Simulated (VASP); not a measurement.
# MgS (Fm-3m) in VASP: further runs

Runs on MgS. Level: PBEsol. Tasks: single point.

All numbers are computed with VASP 6.6.1; they aren't measurements. Logs are shortened: lines on timing, memory, paths and dates and some standing lists are left out, and cuts for length are marked.

## (1) The cell of the first run

It takes space group Fm-3m (No. 225, cubic). The conventional cell has a = 5.047 Å, b = 5.047 Å, c = 5.047 Å, α = 90.00°, β = 90.00°, γ = 90.00°. Within 3.3 Å of Mg (site symmetry m-3m) lie 6 S at 2.52 Å. Within 3.3 Å of S (site symmetry m-3m) lie 6 Mg at 2.52 Å.

## (2) Single point, PBEsol (strain -0.030 along x and y, -0.030 along z)

Input file INCAR:

```
ALGO     = Normal         # electronic algorithm
EDIFF    = 1E-6           # SCF threshold, eV
ENCUT    = 520            # plane-wave cutoff, eV
GGA      = PS             # functional
ISIF     = 2              # what is computed and relaxed
ISMEAR   = 0              # smearing method
LASPH    = T              # aspherical terms in the spheres
LCHARG   = T              # write CHGCAR
LELF     = T              # ELF
LREAL    = F              # projectors in reciprocal space
LVHAR    = T            
LWAVE    = F              # write WAVECAR
NBANDS   = 11             # bands
NELM     = 80             # most SCF steps
PREC     = Accurate       # precision mode
SIGMA    = 0.05           # smearing width, eV
```

Input file KPOINTS:

```
k-points
0
Gamma
  8 8 8
```

Input file POSCAR:

```
MgS
1.0
    0.0000000000      2.5236005000      2.5236005000
    2.5236005000      0.0000000000      2.5236005000
    2.5236005000      2.5236005000      0.0000000000
Mg S
1 1
Direct
    0.0000000000      0.0000000000      0.0000000000
    0.5000000000      0.5000000000      0.5000000000
```

Potentials or basis: VASP PAW PBE potentials, release 64 (Mg, S).

Started as:

```sh
> cat potpaw_PBE.64/Mg/POTCAR potpaw_PBE.64/S/POTCAR > POTCAR
> mpirun -np 1 vasp_std > vasp.out
```

OUTCAR:

```text
EDIFF = 1E-6
   ENCUT = 520
   GGA = PS
   ISIF = 2
   ISMEAR = 0
   LASPH = T
   LREAL = F
   NELM = 80
   PREC = Accurate

 ion  position               nearest neighbor table
   1  0.000  0.000  0.000-   2 2.52   2 2.52   2 2.52   2 2.52   2 2.52   2 2.52
   2  0.500  0.500  0.500-   1 2.52   1 2.52   1 2.52   1 2.52   1 2.52   1 2.52

  LATTYP: Found a face centered cubic cell.
 ALAT       =     5.0472010000

  Lattice vectors:

 A1 = (   0.0000000000,   2.5236005000,   2.5236005000)
 A2 = (   2.5236005000,   0.0000000000,   2.5236005000)
 A3 = (   2.5236005000,   2.5236005000,   0.0000000000)

Analysis of symmetry for initial positions (statically):
=====================================================================
 Subroutine PRICEL returns:
 Original cell was already a primitive cell.

 Routine SETGRP: Setting up the symmetry group for a
 face centered cubic supercell.

 Subroutine GETGRP returns: Found 48 space group operations
 (whereof 48 operations were pure point group operations)
 out of a pool of 48 trial point group operations.

The static configuration has the point symmetry O_h .

Analysis of symmetry for dynamics (positions and initial velocities):
=====================================================================
 Subroutine PRICEL returns:
 Original cell was already a primitive cell.

 Routine SETGRP: Setting up the symmetry group for a
 face centered cubic supercell.

 Subroutine GETGRP returns: Found 48 space group operations
 (whereof 48 operations were pure point group operations)
 out of a pool of 48 trial point group operations.

The dynamic configuration has the point symmetry O_h .

 Subroutine INISYM returns: Found 48 space group operations
 (whereof 48 operations are pure point group operations),
 and found     1 'primitive' translations

----------------------------------------------------------------------------------------

                                     Primitive cell

  volume of cell :      32.1434

  direct lattice vectors                    reciprocal lattice vectors
     0.000000000  2.523600500  2.523600500    -0.198129617  0.198129617  0.198129617
     2.523600500  0.000000000  2.523600500     0.198129617 -0.198129617  0.198129617
     2.523600500  2.523600500  0.000000000     0.198129617  0.198129617 -0.198129617

  length of vectors
     3.568910053  3.568910053  3.568910053     0.343170563  0.343170563  0.343170563

  position of ions in fractional coordinates (direct lattice)
     0.000000000  0.000000000  0.000000000
     0.500000000  0.500000000  0.500000000

  ion indices of the primitive-cell ions
   primitive index   ion index
                 1           1
                 2           2

----------------------------------------------------------------------------------------

 KPOINTS: k-points

Automatic generation of k-mesh.
 Grid dimensions read from file:
 generate k-points for:    8    8    8

 Generating k-lattice:

  Cartesian coordinates                     Fractional coordinates (reciprocal lattice)
    -0.024766202  0.024766202  0.024766202     0.125000000  0.000000000  0.000000000
     0.024766202 -0.024766202  0.024766202     0.000000000  0.125000000  0.000000000
     0.024766202  0.024766202 -0.024766202     0.000000000  0.000000000  0.125000000

  Length of vectors
     0.042896320  0.042896320  0.042896320

  Shift w.r.t. Gamma in fractional coordinates (k-lattice)
     0.000000000  0.000000000  0.000000000

 Subroutine IBZKPT returns following result:
 ===========================================

 Found     29 irreducible k-points:

 Following reciprocal coordinates:
            Coordinates               Weight
  0.000000  0.000000  0.000000      1.000000
  0.125000  0.000000  0.000000      8.000000
  0.250000  0.000000  0.000000      8.000000
  0.375000  0.000000  0.000000      8.000000
  0.500000  0.000000  0.000000      4.000000
  0.125000  0.125000  0.000000      6.000000
[... 16 lines left out ...]
  0.500000  0.250000  0.125000     48.000000
 -0.375000  0.250000  0.125000     24.000000
 [... further k-points ...]
   k-points           NKPTS =     29   k-points in BZ     NKDIM =     29   number of bands    NBANDS=     11
   number of dos      NEDOS =    301   number of ions     NIONS =      2
   total plane-waves  NPLWV =  21952
   dimension x,y,z NGX =    28 NGY =   28 NGZ =   28
   dimension x,y,z NGXF=    56 NGYF=   56 NGZF=   56
   ions per type =               1   1
   NGX,Y,Z   is equivalent  to a cutoff of  13.04, 13.04, 13.04 a.u.
   NGXF,Y,Z  is equivalent  to a cutoff of  26.09, 26.09, 26.09 a.u.
 SYSTEM =  unknown system
   PREC   = accura    normal or accurate (medium, high low for compatibility)
   ISTART =      0    job   : 0-new  1-cont  2-samecut
   ICHARG =      2    charge: 1-file 2-atom 10-const
   ISPIN  =      1    spin polarized calculation?
   LNONCOLLINEAR =      F non collinear calculations
   LSORBIT =      F    spin-orbit coupling
   LASPH  =      T    aspherical Exc in radial PAW
   ENCUT  =  520.0 eV  38.22 Ry    6.18 a.u.   6.64  6.64  6.64*2*pi/ulx,y,z
   NELM   =     80;   NELMIN=  2; NELMDL= -5     # of ELM steps
   EDIFF  = 0.1E-05   stopping-criterion for ELM
   LREAL  =      F    real-space projection
   EDIFFG = 0.1E-04   stopping-criterion for IOM
   NSW    =      0    number of steps for IOM
   IBRION =     -1    ionic relax: 0-MD 1-quasi-New 2-CG
   NFREE  =      0    steps in history (QN), initial steepest desc. (CG)
   ISIF   =      2    stress and relaxation
   ISYM   =      2    0-nonsym 1-usesym 2-fastsym
   POTIM  = 0.5000    time-step for ionic-motion
   TEBEG  =    0.0;   TEEND  =   0.0 temperature during run
   PSTRESS=    0.0 pullay stress
   NELECT =       8.0000    total number of electrons
   NUPDOWN=      -1.0000    fix difference up-down
   EMIN   =  10.00;   EMAX   =-10.00  energy-range for DOS
   EFERMI =   0.00;   METHOD = LEGACY
   ISMEAR =     0;   SIGMA  =   0.05  broadening in eV -4-tet -1-fermi 0-gaus
   EFERMI_NEDOS =   21; number of points for ismear=-14 and -15
   IALGO  =     38    algorithm
   IMIX   =      4    mixing-type and parameters
     AMIX     =   0.40;   BMIX     =  1.00
     AMIX_MAG =   1.60;   BMIX_MAG =  1.00
  volume/ion in A,a.u.               =      16.07       108.46
  Fermi-wavevector in a.u.,A,eV,Ry     =   1.029772  1.945986 14.428019  1.060429
  Thomas-Fermi vector in A             =   2.163836
   LORBIT       =      0    0 simple, 1 ext, 2 COOP (PROOUT), +10 PAW based schemes
   GGA     = PS    functional components
   LHFCALC =     F    Hartree Fock is set to
   AEXX    =    0.0000 exact exchange contribution
   IVDW    =     0    specifies the selected vdW correction
   LEPSILON=     F    determine dielectric tensor
   LRPA    =     F    only Hartree local field effects (RPA)
 non-spin polarized calculation
 Gauss-broadening in eV      SIGMA  =   0.05
  energy-cutoff  :      520.00
  volume of cell :       32.14
 maximum number of plane-waves:       893
   NGX = 13   NGY = 13   NGZ = 13

 number of electron       8.0000001 magnetization

 Free energy of the ion-electron system (eV)
  ---------------------------------------------------
  ext. energy  EPLUGINS =         0.00000000
  ---------------------------------------------------
  free energy    TOTEN  =        -9.02143133 eV

  energy without entropy =       -9.02143133  energy(sigma->0) =       -9.02143133

 E-fermi :   4.7564     XC(G=0): -10.2204

 val. band max:        4.5348472431   @ k =   0.0000   0.0000   0.0000
 cond. band min:       7.4233851465   @ k =   0.5000   0.5000   0.0000
 fundamental gap:      2.8885379035
 Fermi energy:         4.7563657088

 k-point     1 :       0.0000    0.0000    0.0000
  band No.  band energies     occupation
      1      -8.7080      2.00000
      2       4.5348      2.00000
      3       4.5348      2.00000
      4       4.5348      2.00000
      5       8.8848      0.00000
      6      12.3129      0.00000
      7      12.3129      0.00000
      8      12.3129      0.00000
      9      14.9354      0.00000
     10      14.9354      0.00000
     11      17.0346      0.00000

 k-point     2 :       0.1250    0.0000    0.0000
  band No.  band energies     occupation
      1      -8.5323      2.00000
      2       3.4019      2.00000
      3       4.4100      2.00000
      4       4.4100      2.00000
      5       9.6329      0.00000
      6      12.0834      0.00000
      7      12.6100      0.00000
      8      12.6100      0.00000
      9      14.3468      0.00000
     10      14.3468      0.00000
     11      17.7421      0.00000

 k-point     3 :       0.2500    0.0000    0.0000
  band No.  band energies     occupation
      1      -8.0506      2.00000
      2       1.4472      2.00000
      3       4.1418      2.00000
      4       4.1418      2.00000
      5       9.6704      0.00000
      6      12.3566      0.00000
      7      12.3566      0.00000
      8      13.3082      0.00000
      9      14.9111      0.00000
     10      14.9111      0.00000
     11      16.9271      0.00000

 k-point     4 :       0.3750    0.0000    0.0000
  band No.  band energies     occupation
      1      -7.4446      2.00000
      2      -0.1961      2.00000
      3       3.9092      2.00000
      4       3.9092      2.00000
      5       9.2313      0.00000
      6      11.7052      0.00000
      7      11.7052      0.00000
      8      15.2487      0.00000
      9      16.3994      0.00000
     10      16.9989      0.00000
     11      16.9989      0.00000
[... 239 lines left out ...]
 k-point    22 :       0.3750    0.2500    0.1250
  band No.  band energies     occupation
      1      -7.6684      2.00000
      2       1.1606      2.00000
      3       2.8316      2.00000
      4       3.7302      2.00000
      5      10.6488      0.00000
      6      10.8216      0.00000
      7      11.8468      0.00000
      8      14.0953      0.00000
      9      14.7874      0.00000
     10      17.8757      0.00000
     11      20.0557      0.00000

 k-point    23 :       0.5000    0.2500    0.1250
  band No.  band energies     occupation
      1      -7.1493      2.00000
      2       0.1704      2.00000
      3       2.2237      2.00000
      4       3.3689      2.00000
      5      10.2991      0.00000
      6      10.9945      0.00000
      7      12.4613      0.00000
      8      13.8842      0.00000
      9      16.5829      0.00000
     10      19.3254      0.00000
     11      20.0228      0.00000

 k-point    24 :      -0.3750    0.2500    0.1250
  band No.  band energies     occupation
      1      -6.8928      2.00000
      2      -0.3060      2.00000
      3       2.0664      2.00000
      4       3.1877      2.00000
      5      10.2367      0.00000
      6      10.7071      0.00000
      7      13.1684      0.00000
      8      14.3062      0.00000
      9      17.0980      0.00000
     10      18.5727      0.00000
     11      20.5153      0.00000

 [... further k-points ...]
[... 5 lines left out ...]
  --------------------------------------------------------------------------------------
  -------------------------------------------------------------------------------------
  Total        1.4206344      1.4206344      1.4206344      0.0000000      0.0000000      0.0000000
  in kB       70.8110620     70.8110620     70.8110620      0.0000000      0.0000000      0.0000000
  external PRESSURE =      70.8110620 kB  Pullay stress =       0.0000000 kB

 VOLUME and BASIS-vectors are now :
 -----------------------------------------------------------------------------
  energy-cutoff  :      520.00
  volume of cell :       32.14
      direct lattice vectors                 reciprocal lattice vectors
     0.000000000  2.523600500  2.523600500    -0.198129617  0.198129617  0.198129617
     2.523600500  0.000000000  2.523600500     0.198129617 -0.198129617  0.198129617
     2.523600500  2.523600500  0.000000000     0.198129617  0.198129617 -0.198129617

 POSITION                                       TOTAL-FORCE (eV/Angst)
 -----------------------------------------------------------------------------------
      0.00000      0.00000      0.00000        -0.000000      0.000000     -0.000000
      2.52360      2.52360      2.52360         0.000000     -0.000000      0.000000
 -----------------------------------------------------------------------------------
    total drift:                                0.000000      0.000000      0.000000

  FREE ENERGIE OF THE ION-ELECTRON SYSTEM (eV)
  ---------------------------------------------------
  free  energy   TOTEN  =        -9.0214313280 eV

  energy  without entropy=       -9.0214313280  energy(sigma->0) =       -9.02143133
```

Run time: 7.5 s. Hardware: 1 thread of Intel Xeon 6975P-C, shared host; peak memory 0.16 GiB.

Results:

* Free energy: -9.0214 eV
* Pressure: 7.1 GPa
* Band gap on the k mesh: 2.89 eV, indirect (least direct gap 4.35 eV)

Caveat: the cell differs from its parent crystal (strain -0.030 along x and y, -0.030 along z); the PAW data sets were made with another functional, which shifts forces and pressure a little. A k mesh can miss the band edges.

## (3) Single point, PBEsol (strain -0.015 along x and y, -0.015 along z)

Input file INCAR:

```
SYSTEM = MgS
ALGO = Normal ; EDIFF = 1E-6
ENCUT = 520 ; GGA = PS
ISIF = 2 ; ISMEAR = 0
LASPH = .True. ; LCHARG = .False.
LREAL = .False. ; LWAVE = .False.
NBANDS = 11 ; NELM = 100
PREC = Accurate ; SIGMA = 0.05
```

Input file KPOINTS:

```
k-points
0
Gamma
  8 8 8
  0 0 0
```

Input file POSCAR:

```
MgS
1.0
    0.0000000000      2.5626252500      2.5626252500
    2.5626252500      0.0000000000      2.5626252500
    2.5626252500      2.5626252500      0.0000000000
Mg S
1 1
Direct
    0.0000000000      0.0000000000      0.0000000000
    0.5000000000      0.5000000000      0.5000000000
```

Potentials or basis: VASP PAW PBE potentials, release 64 (Mg, S).

Started as:

```sh
> cat potpaw_PBE.64/Mg/POTCAR potpaw_PBE.64/S/POTCAR > POTCAR
> mpirun -np 1 vasp_std > vasp.out
```

It took 8.6 s on 1 thread of Intel Xeon 6975P-C, shared host; peak memory 0.16 GiB.

The run converged. Its results:

- Free energy: -9.0666 eV
- Pressure: 2.6 GPa
- Band gap on the k mesh: 2.80 eV, indirect (least direct gap 3.96 eV)

Levels at points of the mesh, in eV from the valence-band top:
```csv
k point,band 1,band 2,band 3,band 4,band 5,band 6,band 7,band 8,band 9
"(0.00, 0.00, 0.00)",-12.95,0.00,0.00,0.00,3.96,7.82,7.82,7.82,10.36
"(0.50, 0.00, 0.00)",-11.51,-5.14,-0.65,-0.65,4.46,6.88,6.88,10.56,12.24
"(0.50, 0.50, 0.00)",-11.09,-4.51,-1.81,-1.81,2.80,4.10,12.32,12.95,13.73
```

Caveat: the cell differs from its parent crystal (strain -0.015 along x and y, -0.015 along z); the PAW data sets were made with another functional, which shifts forces and pressure a little.
